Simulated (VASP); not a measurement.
# SnO (Pm-3m) in VASP: notebook, part 2 of 2

VASP 6.6.1. Earlier steps stand in the parts before.

**4. Single point, r2SCAN+rVV10**

This run uses another cell than the first one, of 14.75 Å³/atom, 1.006 times its volume.

POSCAR

```
SnO
1.0
    3.0897763538      0.0000000000      0.0000000000
    0.0000000000      3.0897763538      0.0000000000
    0.0000000000      0.0000000000      3.0897763538
Sn O
1 1
Direct
    0.0000000000      0.0000000000      0.0000000000
    0.5000000000      0.5000000000      0.5000000000
```

INCAR.step1

```
PREC     = Accurate       # precision mode
ENCUT    = 520            # plane-wave cutoff, eV
ISMEAR   = -1             # smearing method
SIGMA    = 0.03           # smearing width, eV
LREAL    = F              # projectors in reciprocal space
LASPH    = T              # aspherical terms in the spheres
NELM     = 100            # most SCF steps
NBANDS   = 17             # bands
GGA      = PE             # functional
ALGO     = Normal         # electronic algorithm
EDIFF    = 1E-4           # SCF threshold, eV
LWAVE    = T              # write WAVECAR
LCHARG   = F              # write CHGCAR
```

INCAR.step2

```
PREC     = Accurate       # precision mode
ENCUT    = 520            # plane-wave cutoff, eV
EDIFF    = 1E-6           # SCF threshold, eV
ISMEAR   = -1             # smearing method
SIGMA    = 0.03           # smearing width, eV
LREAL    = F              # projectors in reciprocal space
LASPH    = T              # aspherical terms in the spheres
NELM     = 100            # most SCF steps
ALGO     = Normal         # electronic algorithm
ISIF     = 2              # what is computed and relaxed
LWAVE    = F              # write WAVECAR
LCHARG   = T              # write CHGCAR
METAGGA  = R2SCAN         # meta-GGA
LMIXTAU  = T            
LUSE_VDW = T            
IVDW_NL  = 2            
BPARAM   = 11.95        
CPARAM   = 0.0093       
LELF     = T              # ELF
LVHAR    = T            
NBANDS   = 17             # bands
ISTART   = 1
```

KPOINTS

```
Automatic mesh
0
Gamma
  10 10 10
```

Potentials or basis: VASP PAW PBE potentials, release 64 (Sn_d, O).

Command:

```
$ cat potpaw_PBE.64/Sn_d/POTCAR potpaw_PBE.64/O/POTCAR > POTCAR
$ cp INCAR.step1 INCAR
$ mpirun -np 1 vasp_std > vasp.out
$ cp INCAR.step2 INCAR
$ mpirun -np 1 vasp_std > vasp.out
```

OUTCAR:

```text
PREC = Accurate
   ENCUT = 520
   EDIFF = 1E-6
   ISMEAR = -1
   LREAL = F
   LASPH = T
   NELM = 100
   ISIF = 2
   METAGGA = R2SCAN
   IVDW_NL = 2
   BPARAM = 11.95
   ISTART = 1

 ion  position               nearest neighbor table
   1  0.000  0.000  0.000-   2 2.68   2 2.68   2 2.68   2 2.68   2 2.68   2 2.68   2 2.68   2 2.68

   2  0.500  0.500  0.500-   1 2.68   1 2.68   1 2.68   1 2.68   1 2.68   1 2.68   1 2.68   1 2.68

  LATTYP: Found a simple cubic cell.
 ALAT       =     3.0897763538

  Lattice vectors:

 A1 = (   3.0897763538,   0.0000000000,   0.0000000000)
 A2 = (   0.0000000000,   3.0897763538,   0.0000000000)
 A3 = (   0.0000000000,   0.0000000000,   3.0897763538)

Analysis of symmetry for initial positions (statically):
=====================================================================
 Subroutine PRICEL returns:
 Original cell was already a primitive cell.

 Routine SETGRP: Setting up the symmetry group for a
 simple cubic supercell.

 Subroutine GETGRP returns: Found 48 space group operations
 (whereof 48 operations were pure point group operations)
 out of a pool of 48 trial point group operations.

The static configuration has the point symmetry O_h .

Analysis of symmetry for dynamics (positions and initial velocities):
=====================================================================
 Subroutine PRICEL returns:
 Original cell was already a primitive cell.

 Routine SETGRP: Setting up the symmetry group for a
 simple cubic supercell.

 Subroutine GETGRP returns: Found 48 space group operations
 (whereof 48 operations were pure point group operations)
 out of a pool of 48 trial point group operations.

The dynamic configuration has the point symmetry O_h .

 Subroutine INISYM returns: Found 48 space group operations
 (whereof 48 operations are pure point group operations),
 and found     1 'primitive' translations

----------------------------------------------------------------------------------------

                                     Primitive cell

  volume of cell :      29.4972

  direct lattice vectors                    reciprocal lattice vectors
     3.089776354  0.000000000  0.000000000     0.323648020  0.000000000  0.000000000
     0.000000000  3.089776354  0.000000000     0.000000000  0.323648020  0.000000000
     0.000000000  0.000000000  3.089776354     0.000000000  0.000000000  0.323648020

  length of vectors
     3.089776354  3.089776354  3.089776354     0.323648020  0.323648020  0.323648020

  position of ions in fractional coordinates (direct lattice)
     0.000000000  0.000000000  0.000000000
     0.500000000  0.500000000  0.500000000

  ion indices of the primitive-cell ions
   primitive index   ion index
                 1           1
                 2           2

----------------------------------------------------------------------------------------

 KPOINTS: Automatic mesh

Automatic generation of k-mesh.
 Grid dimensions read from file:
 generate k-points for:   10   10   10

 Generating k-lattice:

  Cartesian coordinates                     Fractional coordinates (reciprocal lattice)
     0.032364802  0.000000000  0.000000000     0.100000000  0.000000000  0.000000000
     0.000000000  0.032364802  0.000000000     0.000000000  0.100000000  0.000000000
     0.000000000  0.000000000  0.032364802     0.000000000  0.000000000  0.100000000

  Length of vectors
     0.032364802  0.032364802  0.032364802

  Shift w.r.t. Gamma in fractional coordinates (k-lattice)
     0.000000000  0.000000000  0.000000000

 Subroutine IBZKPT returns following result:
 ===========================================

 Found     56 irreducible k-points:

 Following reciprocal coordinates:
            Coordinates               Weight
  0.000000  0.000000  0.000000      1.000000
  0.100000  0.000000  0.000000      6.000000
  0.200000  0.000000  0.000000      6.000000
  0.300000  0.000000  0.000000      6.000000
  0.400000  0.000000  0.000000      6.000000
  0.500000  0.000000  0.000000      3.000000
[... 16 lines left out ...]
  0.200000  0.100000  0.100000     24.000000
  0.300000  0.100000  0.100000     24.000000
 [... further k-points ...]
   k-points           NKPTS =     56   k-points in BZ     NKDIM =     56   number of bands    NBANDS=     17
   number of dos      NEDOS =    301   number of ions     NIONS =      2
   total plane-waves  NPLWV =  13824
   dimension x,y,z NGX =    24 NGY =   24 NGZ =   24
   dimension x,y,z NGXF=    48 NGYF=   48 NGZF=   48
   ions per type =               1   1
   NGX,Y,Z   is equivalent  to a cutoff of  12.91, 12.91, 12.91 a.u.
   NGXF,Y,Z  is equivalent  to a cutoff of  25.83, 25.83, 25.83 a.u.
 SYSTEM =  unknown system
   PREC   = accura    normal or accurate (medium, high low for compatibility)
   ISTART =      1    job   : 0-new  1-cont  2-samecut
   ICHARG =      0    charge: 1-file 2-atom 10-const
   ISPIN  =      1    spin polarized calculation?
   LNONCOLLINEAR =      F non collinear calculations
   LSORBIT =      F    spin-orbit coupling
   LASPH  =      T    aspherical Exc in radial PAW
   ENCUT  =  520.0 eV  38.22 Ry    6.18 a.u.   5.74  5.74  5.74*2*pi/ulx,y,z
   NELM   =    100;   NELMIN=  2; NELMDL=  0     # of ELM steps
   EDIFF  = 0.1E-05   stopping-criterion for ELM
   LREAL  =      F    real-space projection
   EDIFFG = 0.1E-04   stopping-criterion for IOM
   NSW    =      0    number of steps for IOM
   IBRION =     -1    ionic relax: 0-MD 1-quasi-New 2-CG
   NFREE  =      0    steps in history (QN), initial steepest desc. (CG)
   ISIF   =      2    stress and relaxation
   ISYM   =      2    0-nonsym 1-usesym 2-fastsym
   POTIM  = 0.5000    time-step for ionic-motion
   TEBEG  =    0.0;   TEEND  =   0.0 temperature during run
   PSTRESS=    0.0 pullay stress
   NELECT =      20.0000    total number of electrons
   NUPDOWN=      -1.0000    fix difference up-down
   EMIN   =  10.00;   EMAX   =-10.00  energy-range for DOS
   EFERMI =   0.00;   METHOD = LEGACY
   ISMEAR =    -1;   SIGMA  =   0.03  broadening in eV -4-tet -1-fermi 0-gaus
   EFERMI_NEDOS =   21; number of points for ismear=-14 and -15
   IALGO  =     38    algorithm
   IMIX   =      4    mixing-type and parameters
     AMIX     =   0.40;   BMIX     =  1.00
     AMIX_MAG =   1.60;   BMIX_MAG =  1.00
  volume/ion in A,a.u.               =      14.75        99.53
  Fermi-wavevector in a.u.,A,eV,Ry     =   1.438217  2.717836 28.143222  2.068468
  Thomas-Fermi vector in A             =   2.557208
   LORBIT       =      0    0 simple, 1 ext, 2 COOP (PROOUT), +10 PAW based schemes
   METAGGA = R2SCAN    functional components
   LHFCALC =     F    Hartree Fock is set to
   AEXX    =    0.0000 exact exchange contribution
   IVDW_NL    =     2    kernel type
   BPARAM     =11.9500
   IVDW    =     0    specifies the selected vdW correction
   LEPSILON=     F    determine dielectric tensor
   LRPA    =     F    only Hartree local field effects (RPA)
 non-spin polarized calculation
  energy-cutoff  :      520.00
  volume of cell :       29.50
 maximum number of plane-waves:       840
 NGX is ok and might be reduce to    24
   NGX = 11   NGY = 11   NGZ = 11

 number of electron      19.9999999 magnetization

 Free energy of the ion-electron system (eV)
  ---------------------------------------------------
  ext. energy  EPLUGINS =         0.00000000
  ---------------------------------------------------
  free energy    TOTEN  =       -31.10957591 eV

  energy without entropy =      -31.10908346  energy(sigma->0) =      -31.10932969

 E-fermi :   8.6150     XC(G=0): -12.2405

 val. band max:        8.5756421765   @ k =   0.5000   0.1000   0.1000
 cond. band min:       8.7726061357   @ k =   0.5000   0.1000   0.0000
 fundamental gap:      0.1969639592
 Fermi energy:         8.6149615984

 k-point     1 :       0.0000    0.0000    0.0000
  band No.  band energies     occupation
      1     -14.0243      2.00000
      2     -14.0243      2.00000
      3     -13.6174      2.00000
      4     -13.6174      2.00000
      5     -13.6174      2.00000
      6     -10.8286      2.00000
[... 9 lines left out ...]
     16      29.0320      0.00000
     17      29.1185      0.00000
[... 441 lines left out ...]
 k-point    24 :       0.3000    0.1000    0.1000
  band No.  band energies     occupation
      1     -13.9700      2.00000
      2     -13.8130      2.00000
      3     -13.7112      2.00000
      4     -13.6941      2.00000
      5     -13.6307      2.00000
      6     -10.2668      2.00000
[... 9 lines left out ...]
     16      24.2327      0.00000
     17      25.0489      0.00000

 [... further k-points ...]

------------------------ aborting loop because EDIFF is reached ----------------------------------------

  FORCE on cell =-STRESS in cart. coord.  units (eV):
  Direction    XX          YY          ZZ          XY          YZ          ZX
  --------------------------------------------------------------------------------------
  -------------------------------------------------------------------------------------
  Total        0.0195914      0.0195914      0.0195914     -0.0000000      0.0000000     -0.0000000
  in kB        1.0641292      1.0641292      1.0641292     -0.0000000      0.0000000     -0.0000000
  external PRESSURE =       1.0641292 kB  Pullay stress =       0.0000000 kB

 VOLUME and BASIS-vectors are now :
 -----------------------------------------------------------------------------
  energy-cutoff  :      520.00
  volume of cell :       29.50
      direct lattice vectors                 reciprocal lattice vectors
     3.089776354  0.000000000  0.000000000     0.323648020  0.000000000  0.000000000
     0.000000000  3.089776354  0.000000000     0.000000000  0.323648020  0.000000000
     0.000000000  0.000000000  3.089776354     0.000000000  0.000000000  0.323648020

 POSITION                                       TOTAL-FORCE (eV/Angst)
 -----------------------------------------------------------------------------------
      0.00000      0.00000      0.00000         0.000000      0.000000      0.000000
      1.54489      1.54489      1.54489         0.000000      0.000000      0.000000
 -----------------------------------------------------------------------------------
    total drift:                                0.000000      0.000000     -0.000000

  FREE ENERGIE OF THE ION-ELECTRON SYSTEM (eV)
  ---------------------------------------------------
  free  energy   TOTEN  =       -31.1095759083 eV

  energy  without entropy=      -31.1090834642  energy(sigma->0) =      -31.10932969
```

It took 3 min on 1 thread of AMD EPYC 7R13, shared host; peak memory 0.2 GiB.

Results:

| Property | Result |
| --- | --- |
| Free energy | -31.1096 eV |
| Pressure | 0.1 GPa |
| Band gap on the k mesh | zero (band 10 reaches 8.58 eV, above the bottom of band 11 at 8.56 eV) |

Caveat: the PAW data sets were made with another functional, which shifts forces and pressure a little; spin-orbit coupling is left out, which moves the levels of the heavy elements.

**5. The runs side by side**

```tsv
task	level	cell	k mesh	cutoff (eV)	gap on the mesh (eV)	pressure (GPa)
single point	PBEsol	a = 3.083 Å, 2 atoms	6 × 6 × 6	520	0.09	0.0
relaxation of cell and atoms	PBEsol	relaxed from a = 3.288 Å, 2 atoms	6 × 6 × 6	600	0.09	0.0
single point	r2SCAN+rVV10	a = 3.090 Å, 2 atoms	10 × 10 × 10	520	none	0.1
```

Alike in all rows: potentials or basis VASP PAW PBE potentials, release 64 (Sn_d, O); no spin polarisation; smearing fermi-dirac 0.03 eV.

Caveats: the PAW data sets were made with another functional, which shifts forces and pressure a little; spin-orbit coupling is left out, which moves the levels of the heavy elements; the volume moved by over 15 % at a fixed basis, so the end points are rough (some runs).

Total energies depend on the potentials used, so only differences within one code and one set of settings carry meaning.
